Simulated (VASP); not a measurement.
# Hg (P6/mmm) in VASP: a series of runs

Runs on Hg. Level: PBE. Tasks: relaxation of cell and atoms, single point.

Everything below comes from runs of VASP 6.6.1. Logs are shortened: lines on timing, memory, paths and dates and some standing lists are left out, and cuts for length are marked.

### 1 The cell of the first run

The structure is hexagonal, space group P6/mmm (No. 191). Conventional cell: a = 4.808 Å, b = 4.808 Å, c = 3.031 Å, α = 90.00°, β = 90.00°, γ = 120.00°. Within 3.7 Å of Hg (site symmetry -6m2) lie 5 Hg at 2.78 to 3.03 Å.

The cell was built from a structure type or drawn by symmetry, and may not be a known phase.

### 2 Relaxation of cell and atoms, PBE

Input file INCAR:

```
PREC = Accurate
ENCUT = 600
EDIFF = 1E-6
ISMEAR = 0
SIGMA = 0.1
LREAL = F
LASPH = T
NELM = 80
ALGO = Normal
ISIF = 3
LWAVE = F
LCHARG = F
GGA = PE
IBRION = 2
NSW = 90
EDIFFG = -0.04
```

Input file KPOINTS:

```
Automatic mesh
0
Gamma
  6 6 6
```

Input file POSCAR:

```
Hg
1.0
    4.8080760400      0.0000000000      0.0000000000
   -2.4040380200      4.1639160000      0.0000000000
    0.0000000000      0.0000000000      3.0309898700
Hg
2
Direct
    0.3333333300      0.6666666700      0.5000000000
    0.6666666700      0.3333333300      0.5000000000
```

Potentials or basis: VASP PAW PBE potentials, release 64 (Hg).

The run is started by

```
> cat potpaw_PBE.64/Hg/POTCAR > POTCAR
> mpirun -np 1 vasp_std > vasp.out
```

OUTCAR:

```text
PREC = Accurate
   ENCUT = 600
   EDIFF = 1E-6
   ISMEAR = 0
   LREAL = F
   LASPH = T
   NELM = 80
   ISIF = 3
   GGA = PE
   IBRION = 2
   NSW = 90
   EDIFFG = -0.04

 ion  position               nearest neighbor table
   1  0.333  0.667  0.500-   2 2.78   2 2.78   2 2.78
   2  0.667  0.333  0.500-   1 2.78   1 2.78   1 2.78

  LATTYP: Found a hexagonal cell.
 ALAT       =     4.8080760400
 C/A-ratio  =     0.6303955771

  Lattice vectors:

 A1 = (   4.8080760400,   0.0000000000,   0.0000000000)
 A2 = (  -2.4040380200,   4.1639160000,   0.0000000000)
 A3 = (   0.0000000000,   0.0000000000,   3.0309898700)

Analysis of symmetry for initial positions (statically):
=====================================================================
 Subroutine PRICEL returns:
 Original cell was already a primitive cell.

 Routine SETGRP: Setting up the symmetry group for a
 hexagonal supercell.

 Subroutine GETGRP returns: Found 24 space group operations
 (whereof 24 operations were pure point group operations)
 out of a pool of 24 trial point group operations.

The static configuration has the point symmetry D_6h.

Analysis of symmetry for dynamics (positions and initial velocities):
=====================================================================
 Subroutine PRICEL returns:
 Original cell was already a primitive cell.

 Routine SETGRP: Setting up the symmetry group for a
 hexagonal supercell.

 Subroutine GETGRP returns: Found 24 space group operations
 (whereof 24 operations were pure point group operations)
 out of a pool of 24 trial point group operations.

The dynamic configuration has the point symmetry D_6h.

 Subroutine INISYM returns: Found 24 space group operations
 (whereof 24 operations are pure point group operations),
 and found     1 'primitive' translations

----------------------------------------------------------------------------------------

                                     Primitive cell

  volume of cell :      60.6817

  direct lattice vectors                    reciprocal lattice vectors
     4.808076040  0.000000000  0.000000000     0.207983400  0.120079272  0.000000000
    -2.404038020  4.163916000  0.000000000     0.000000000  0.240158543  0.000000000
     0.000000000  0.000000000  3.030989870     0.000000000  0.000000000  0.329925220

  length of vectors
     4.808076040  4.808076045  3.030989870     0.240158543  0.240158543  0.329925220

  position of ions in fractional coordinates (direct lattice)
     0.333333330  0.666666670  0.500000000
     0.666666670  0.333333330  0.500000000

  ion indices of the primitive-cell ions
   primitive index   ion index
                 1           1
                 2           2

----------------------------------------------------------------------------------------

 KPOINTS: Automatic mesh

Automatic generation of k-mesh.
 Grid dimensions read from file:
 generate k-points for:    6    6    6

 Generating k-lattice:

  Cartesian coordinates                     Fractional coordinates (reciprocal lattice)
     0.034663900  0.020013212  0.000000000     0.166666667  0.000000000  0.000000000
     0.000000000  0.040026424  0.000000000     0.000000000  0.166666667  0.000000000
     0.000000000  0.000000000  0.054987537     0.000000000  0.000000000  0.166666667

  Length of vectors
     0.040026424  0.040026424  0.054987537

  Shift w.r.t. Gamma in fractional coordinates (k-lattice)
     0.000000000  0.000000000  0.000000000

 Subroutine IBZKPT returns following result:
 ===========================================

 Found     28 irreducible k-points:

 Following reciprocal coordinates:
            Coordinates               Weight
  0.000000  0.000000  0.000000      1.000000
  0.166667  0.000000  0.000000      6.000000
  0.333333  0.000000  0.000000      6.000000
  0.500000  0.000000  0.000000      3.000000
  0.166667  0.166667  0.000000      6.000000
  0.333333  0.166667  0.000000     12.000000
[... 16 lines left out ...]
  0.166667  0.000000  0.500000      6.000000
  0.333333  0.000000  0.500000      6.000000
 [... further k-points ...]
   k-points           NKPTS =     28   k-points in BZ     NKDIM =     28   number of bands    NBANDS=     16
   number of dos      NEDOS =    301   number of ions     NIONS =      2
   total plane-waves  NPLWV =  38400
   dimension x,y,z NGX =    40 NGY =   40 NGZ =   24
   dimension x,y,z NGXF=    80 NGYF=   80 NGZF=   48
   ions per type =               2
   NGX,Y,Z   is equivalent  to a cutoff of  13.83, 13.83, 13.16 a.u.
   NGXF,Y,Z  is equivalent  to a cutoff of  27.66, 27.66, 26.33 a.u.
 SYSTEM =  unknown system
   PREC   = accura    normal or accurate (medium, high low for compatibility)
   ISTART =      0    job   : 0-new  1-cont  2-samecut
   ICHARG =      2    charge: 1-file 2-atom 10-const
   ISPIN  =      1    spin polarized calculation?
   LNONCOLLINEAR =      F non collinear calculations
   LSORBIT =      F    spin-orbit coupling
   LASPH  =      T    aspherical Exc in radial PAW
   ENCUT  =  600.0 eV  44.10 Ry    6.64 a.u.   9.60  9.60  6.05*2*pi/ulx,y,z
   NELM   =     80;   NELMIN=  2; NELMDL= -5     # of ELM steps
   EDIFF  = 0.1E-05   stopping-criterion for ELM
   LREAL  =      F    real-space projection
   EDIFFG = -.4E-01   stopping-criterion for IOM
   NSW    =     90    number of steps for IOM
   IBRION =      2    ionic relax: 0-MD 1-quasi-New 2-CG
   NFREE  =      1    steps in history (QN), initial steepest desc. (CG)
   ISIF   =      3    stress and relaxation
   ISYM   =      2    0-nonsym 1-usesym 2-fastsym
   POTIM  = 0.5000    time-step for ionic-motion
   TEBEG  =    0.0;   TEEND  =   0.0 temperature during run
   PSTRESS=    0.0 pullay stress
   NELECT =      24.0000    total number of electrons
   NUPDOWN=      -1.0000    fix difference up-down
   EMIN   =  10.00;   EMAX   =-10.00  energy-range for DOS
   EFERMI =   0.00;   METHOD = LEGACY
   ISMEAR =     0;   SIGMA  =   0.10  broadening in eV -4-tet -1-fermi 0-gaus
   EFERMI_NEDOS =   21; number of points for ismear=-14 and -15
   IALGO  =     38    algorithm
   IMIX   =      4    mixing-type and parameters
     AMIX     =   0.40;   BMIX     =  1.00
     AMIX_MAG =   1.60;   BMIX_MAG =  1.00
  volume/ion in A,a.u.               =      30.34       204.75
  Fermi-wavevector in a.u.,A,eV,Ry     =   1.201691  2.270866 19.647632  1.444060
  Thomas-Fermi vector in A             =   2.337492
   LORBIT       =      0    0 simple, 1 ext, 2 COOP (PROOUT), +10 PAW based schemes
   GGA     = PE    functional components
   LHFCALC =     F    Hartree Fock is set to
   AEXX    =    0.0000 exact exchange contribution
   IVDW    =     0    specifies the selected vdW correction
   LEPSILON=     F    determine dielectric tensor
   LRPA    =     F    only Hartree local field effects (RPA)
 conjugate gradient relaxation of ions
 non-spin polarized calculation
 Gauss-broadening in eV      SIGMA  =   0.10
  energy-cutoff  :      600.00
  volume of cell :       60.68
 maximum number of plane-waves:      2065
 NGX is ok and might be reduce to    40

--------------------------------------- Ionic step        1  -------------------------------------------

 number of electron      24.0000001 magnetization

 Free energy of the ion-electron system (eV)
  ---------------------------------------------------
  ext. energy  EPLUGINS =         0.00000000
  ---------------------------------------------------
  free energy    TOTEN  =         0.00672125 eV

  energy without entropy =        0.00797467  energy(sigma->0) =        0.00734796

------------------------ aborting loop because EDIFF is reached ----------------------------------------

  FORCE on cell =-STRESS in cart. coord.  units (eV):
  Direction    XX          YY          ZZ          XY          YZ          ZX
  --------------------------------------------------------------------------------------
  -------------------------------------------------------------------------------------
  Total        2.7637594      2.7637594      1.6260147      0.0000000     -0.0000000      0.0000000
  in kB       72.9714606     72.9714608     42.9316197      0.0000000     -0.0000000      0.0000000
  external PRESSURE =      62.9581804 kB  Pullay stress =       0.0000000 kB

 VOLUME and BASIS-vectors are now :
 -----------------------------------------------------------------------------
  energy-cutoff  :      600.00
  volume of cell :       60.68
      direct lattice vectors                 reciprocal lattice vectors
     4.808076040  0.000000000  0.000000000     0.207983400  0.120079272  0.000000000
    -2.404038020  4.163916000  0.000000000     0.000000000  0.240158543  0.000000000
     0.000000000  0.000000000  3.030989870     0.000000000  0.000000000  0.329925220
[... 37 lines left out ...]
 POSITION                                       TOTAL-FORCE (eV/Angst)
 -----------------------------------------------------------------------------------
     -0.00000      2.96100      1.57494         0.000000     -0.000000      0.000000
      2.56430      1.48050      1.57494        -0.000000      0.000000      0.000000
 -----------------------------------------------------------------------------------
    total drift:                                0.000000     -0.000000      0.000000

  FREE ENERGIE OF THE ION-ELECTRON SYSTEM (eV)
  ---------------------------------------------------
  free  energy   TOTEN  =        -0.1905796803 eV

  energy  without entropy=       -0.1885038491  energy(sigma->0) =       -0.18954176

--------------------------------------- Ionic step        3  -------------------------------------------

 number of electron      24.0000003 magnetization

 Free energy of the ion-electron system (eV)
  ---------------------------------------------------
  ext. energy  EPLUGINS =         0.00000000
  ---------------------------------------------------
  free energy    TOTEN  =        -0.19209314 eV

  energy without entropy =       -0.18926861  energy(sigma->0) =       -0.19068087

 E-fermi :   0.3401     XC(G=0):  -8.2908

 val. band max:        0.3385942210   @ k =   0.3333   0.0000   0.5000
 cond. band min:       0.4069039218   @ k =   0.3333   0.0000   0.5000
 fundamental gap:      0.0683097008
 Fermi energy:         0.3401072902

 k-point     1 :       0.0000    0.0000    0.0000
  band No.  band energies     occupation
      1      -7.1969      2.00000
      2      -6.8471      2.00000
      3      -6.7657      2.00000
      4      -6.5716      2.00000
      5      -6.5716      2.00000
      6      -6.2048      2.00000
[... 8 lines left out ...]
     15       5.5423      0.00000
     16       5.5423      0.00000
[... 419 lines left out ...]
 k-point    24 :       0.3333    0.0000    0.5000
  band No.  band energies     occupation
      1      -6.8873      2.00000
      2      -6.8429      2.00000
      3      -6.7610      2.00000
      4      -6.7427      2.00000
      5      -6.5716      2.00000
      6      -6.2761      2.00000
[... 8 lines left out ...]
     15       3.9045      0.00000
     16       6.0215      0.00000

 [... further k-points ...]

------------------------ aborting loop because EDIFF is reached ----------------------------------------

  FORCE on cell =-STRESS in cart. coord.  units (eV):
  Direction    XX          YY          ZZ          XY          YZ          ZX
  --------------------------------------------------------------------------------------
  -------------------------------------------------------------------------------------
  Total        0.0183645      0.0183645      0.0079985      0.0000000      0.0000000      0.0000000
  in kB        0.4021229      0.4021229      0.1751420      0.0000000      0.0000000      0.0000000
  external PRESSURE =       0.3264626 kB  Pullay stress =       0.0000000 kB

 VOLUME and BASIS-vectors are now :
 -----------------------------------------------------------------------------
  energy-cutoff  :      600.00
  volume of cell :       73.17
      direct lattice vectors                 reciprocal lattice vectors
     5.167326082  0.000000000  0.000000000     0.193523688  0.111730953  0.000000000
    -2.583663041  4.475035664 -0.000000000    -0.000000000  0.223461906  0.000000000
     0.000000000 -0.000000000  3.164229746    -0.000000000  0.000000000  0.316032678

 POSITION                                       TOTAL-FORCE (eV/Angst)
 -----------------------------------------------------------------------------------
     -0.00000      2.98336      1.58211         0.000000     -0.000000      0.000000
      2.58366      1.49168      1.58211        -0.000000      0.000000      0.000000
 -----------------------------------------------------------------------------------
    total drift:                                0.000000     -0.000000      0.000000

  FREE ENERGIE OF THE ION-ELECTRON SYSTEM (eV)
  ---------------------------------------------------
  free  energy   TOTEN  =        -0.1920931397 eV

  energy  without entropy=       -0.1892686068  energy(sigma->0) =       -0.19068087

 reached required accuracy - stopping structural energy minimisation
```

Run time: 30 s. Hardware: 1 thread of AMD EPYC 9R45 (Zen 5), shared host; peak memory 0.18 GiB.

What came out:

```
Free energy                           : -0.1921 eV
Relaxed volume                        : 36.58 Å³/atom
Relaxed cell                          : a = 5.167 Å, b = 5.167 Å, c = 3.164 Å, α = 90.00°, β = 90.00°, γ = 120.00°
Space group after relaxing (to 0.1 Å) : P6/mmm (No. 191)
Energy gained by relaxing             : 99.4 meV/atom
Ionic steps                           : 3
Pressure after relaxing               : 0.0 GPa
Band gap on the k mesh                : zero (bands 12 and 13 overlap by 2.02 eV)
```

The path:
```
step  energy change (eV)  largest force (eV/Å)  pressure (GPa)  volume (Å³)
   1              0.0000                0.0000            6.30        60.68
   2             -0.1973                0.0000            0.30        71.75
   3             -0.1988                0.0000            0.03        73.17
```

Final structure:
```xyz
2
Lattice="5.1673 0.0000 0.0000 -2.5837 4.4750 0.0000 0.0000 0.0000 3.1642" Properties=species:S:1:pos:R:3 pbc="T T T"
Hg    0.0000    2.9834    1.5821
Hg    2.5837    1.4917    1.5821
```

Caveat: the volume moved by over 15 % at a fixed basis, so the end points are rough; spin-orbit coupling is left out, which moves the levels of the heavy elements.

### 3 Single point, PBE

This run uses another cell than the first one: it holds 4 atoms, not 2.

Input file INCAR:

```
ALGO = Normal
EDIFF = 1E-6
ENCUT = 520
GGA = PE
ISIF = 2
ISMEAR = 0
LASPH = True
LCHARG = False
LREAL = False
LWAVE = False
NBANDS = 32
NELM = 60
PREC = Accurate
SIGMA = 0.2
```

Input file KPOINTS:

```
k-points
0
Gamma
  6 6 4
```

Input file POSCAR:

```
Hg
1.0
    5.4250952587      0.0000000000      0.0000000000
   -2.7125476294      4.6982703120      0.0000000000
    0.0000000000      0.0000000000      6.2843567276
Hg
4
Direct
    0.3333333333      0.6666666667      0.2500000000
    0.3333333333      0.6666666667      0.7500000000
    0.6666666667      0.3333333333      0.2500000000
    0.6666666667      0.3333333333      0.7500000000
```

Potentials or basis: VASP PAW PBE potentials, release 64 (Hg).

The run is started by

```
> cat potpaw_PBE.64/Hg/POTCAR > POTCAR
> mpirun -np 1 vasp_std > vasp.out
```

It took 32 s on 1 thread of AMD EPYC 9R45 (Zen 5), shared host; peak memory 0.26 GiB.

It converged, with:

```
Free energy            : -0.4470 eV
Pressure               : -0.2 GPa
Band gap on the k mesh : zero (bands 24 and 25 overlap by 1.52 eV)
```

Stress tensor (GPa, compression positive):
```
-0.35  0.00  0.00
 0.00 -0.35  0.00
 0.00  0.00  0.04
```

Levels at points of the mesh, in eV from the Fermi level:
```
           k point  band 22  band 23  band 24  band 25  band 26  band 27
(0.00, 0.00, 0.00)    -2.62    -0.95    -0.62     1.72     1.72     2.32
(0.50, 0.00, 0.00)    -4.01    -1.73    -0.76     0.47     0.61     1.89
(0.00, 0.00, 0.50)    -5.66    -0.23    -0.23     2.91     2.91     2.91
(0.50, 0.00, 0.50)    -4.27    -3.13    -3.13     1.67     1.67     2.99
```

Caveat: spin-orbit coupling is left out, which moves the levels of the heavy elements.

### 4 Single point, PBE

This run uses another cell than the first one, of 40.04 Å³/atom.

Input file INCAR:

```
  PREC = Accurate
  ENCUT = 520
  EDIFF = 1E-7
  ISMEAR = 0
  SIGMA = 0.1
  LREAL = False
  LASPH = True
  NELM = 100
  ALGO = Fast
  ISIF = 2
  LWAVE = False
  LCHARG = False
  GGA = PE
  NBANDS = 19
```

Input file KPOINTS:

```
Automatic mesh
0
Gamma
  12 12 18
```

Input file POSCAR:

```
Hg
1.0
    5.4250952587      0.0000000000      0.0000000000
   -2.7125476294      4.6982703120      0.0000000000
    0.0000000000      0.0000000000      3.1421783638
Hg
2
Direct
    0.3333333333      0.6666666667      0.5000000000
    0.6666666667      0.3333333333      0.5000000000
```

The run is started by

```
> cat potpaw_PBE.64/Hg/POTCAR > POTCAR
> mpirun -np 1 vasp_std > vasp.out
```

Run time: 87 s. Hardware: 1 thread of AMD EPYC 9R45 (Zen 5), shared host; peak memory 0.33 GiB.

It converged, with:

- Free energy: -0.2191 eV
- Pressure: 0.1 GPa
- Band gap on the k mesh: zero (bands 12 and 13 overlap by 1.61 eV)

Levels at points of the mesh, in eV from the Fermi level:
```tsv
k point	band 9	band 10	band 11	band 12	band 13	band 14	band 15	band 16
(0.00, 0.00, 0.00)	-6.25	-5.93	-5.93	-0.94	1.73	1.73	4.69	4.69
(0.50, 0.00, 0.00)	-6.01	-5.90	-4.95	-3.99	0.48	2.02	7.55	7.96
(0.00, 0.00, 0.50)	-6.29	-5.46	-2.61	-0.62	2.33	3.83	4.60	4.60
(0.50, 0.00, 0.50)	-5.69	-5.67	-1.72	-0.76	0.62	1.90	3.34	5.22
```

Caveat: spin-orbit coupling is left out, which moves the levels of the heavy elements.

### 5 Single point, PBE

This run uses another cell than the first one, of 40.04 Å³/atom.

Input file INCAR:

```
SYSTEM = Hg
  PREC = Accurate
  ENCUT = 520
  EDIFF = 1E-6
  ISMEAR = 0
  SIGMA = 0.1
  LREAL = .FALSE.
  LASPH = .TRUE.
  NELM = 80
  ALGO = Fast
  ISIF = 2
  LWAVE = .FALSE.
  LCHARG = .FALSE.
  GGA = PE
  NBANDS = 19
```

Input file KPOINTS:

```
Automatic mesh
0
G
  12 12 18
  0 0 0
```

POSCAR is that of step 4.

The run is started by

```
> cat potpaw_PBE.64/Hg/POTCAR > POTCAR
> mpirun -np 1 vasp_std > vasp.out
```

It took 75 s on 1 thread of AMD EPYC 9R45 (Zen 5), shared host; peak memory 0.33 GiB.

The run converged. Its results:

```
Free energy            : -0.2191 eV
Pressure               : 0.1 GPa
Band gap on the k mesh : zero (bands 12 and 13 overlap by 1.61 eV)
```

Levels at points of the mesh, in eV from the Fermi level:
| k point | band 10 | band 11 | band 12 | band 13 | band 14 | band 15 |
| --- | --- | --- | --- | --- | --- | --- |
| (0.00, 0.00, 0.00) | -5.93 | -5.93 | -0.94 | 1.73 | 1.73 | 4.69 |
| (0.50, 0.00, 0.00) | -5.90 | -4.95 | -3.99 | 0.48 | 2.02 | 7.55 |
| (0.00, 0.00, 0.50) | -5.46 | -2.61 | -0.62 | 2.33 | 3.83 | 4.60 |
| (0.50, 0.00, 0.50) | -5.67 | -1.72 | -0.76 | 0.62 | 1.90 | 3.34 |

Caveat: spin-orbit coupling is left out, which moves the levels of the heavy elements.

### 6 Overview

```csv
task,cell,k mesh,cutoff (eV),smearing,gap on the mesh (eV),pressure (GPa)
relaxation of cell and atoms,"relaxed from a = 4.808, b = 4.808, c = 3.031 Å, angles 90.0, 90.0, 120.0°, 2 atoms, atomic positions A",6 × 6 × 6,600,gaussian 0.1 eV,none,0.0
single point,"a = 5.425, b = 5.425, c = 6.284 Å, angles 90.0, 90.0, 120.0°, 4 atoms, atomic positions B",6 × 6 × 4,520,gaussian 0.2 eV,none,-0.2
single point,"a = 5.425, b = 5.425, c = 3.142 Å, angles 90.0, 90.0, 120.0°, 2 atoms, atomic positions A",12 × 12 × 18,520,gaussian 0.1 eV,none,0.1
```

Alike in all rows: level PBE; potentials or basis VASP PAW PBE potentials, release 64 (Hg); no spin polarisation.

Caveats: spin-orbit coupling is left out, which moves the levels of the heavy elements; the volume moved by over 15 % at a fixed basis, so the end points are rough (at least some runs).

Absolute energies hang on the potentials; compare differences alone.
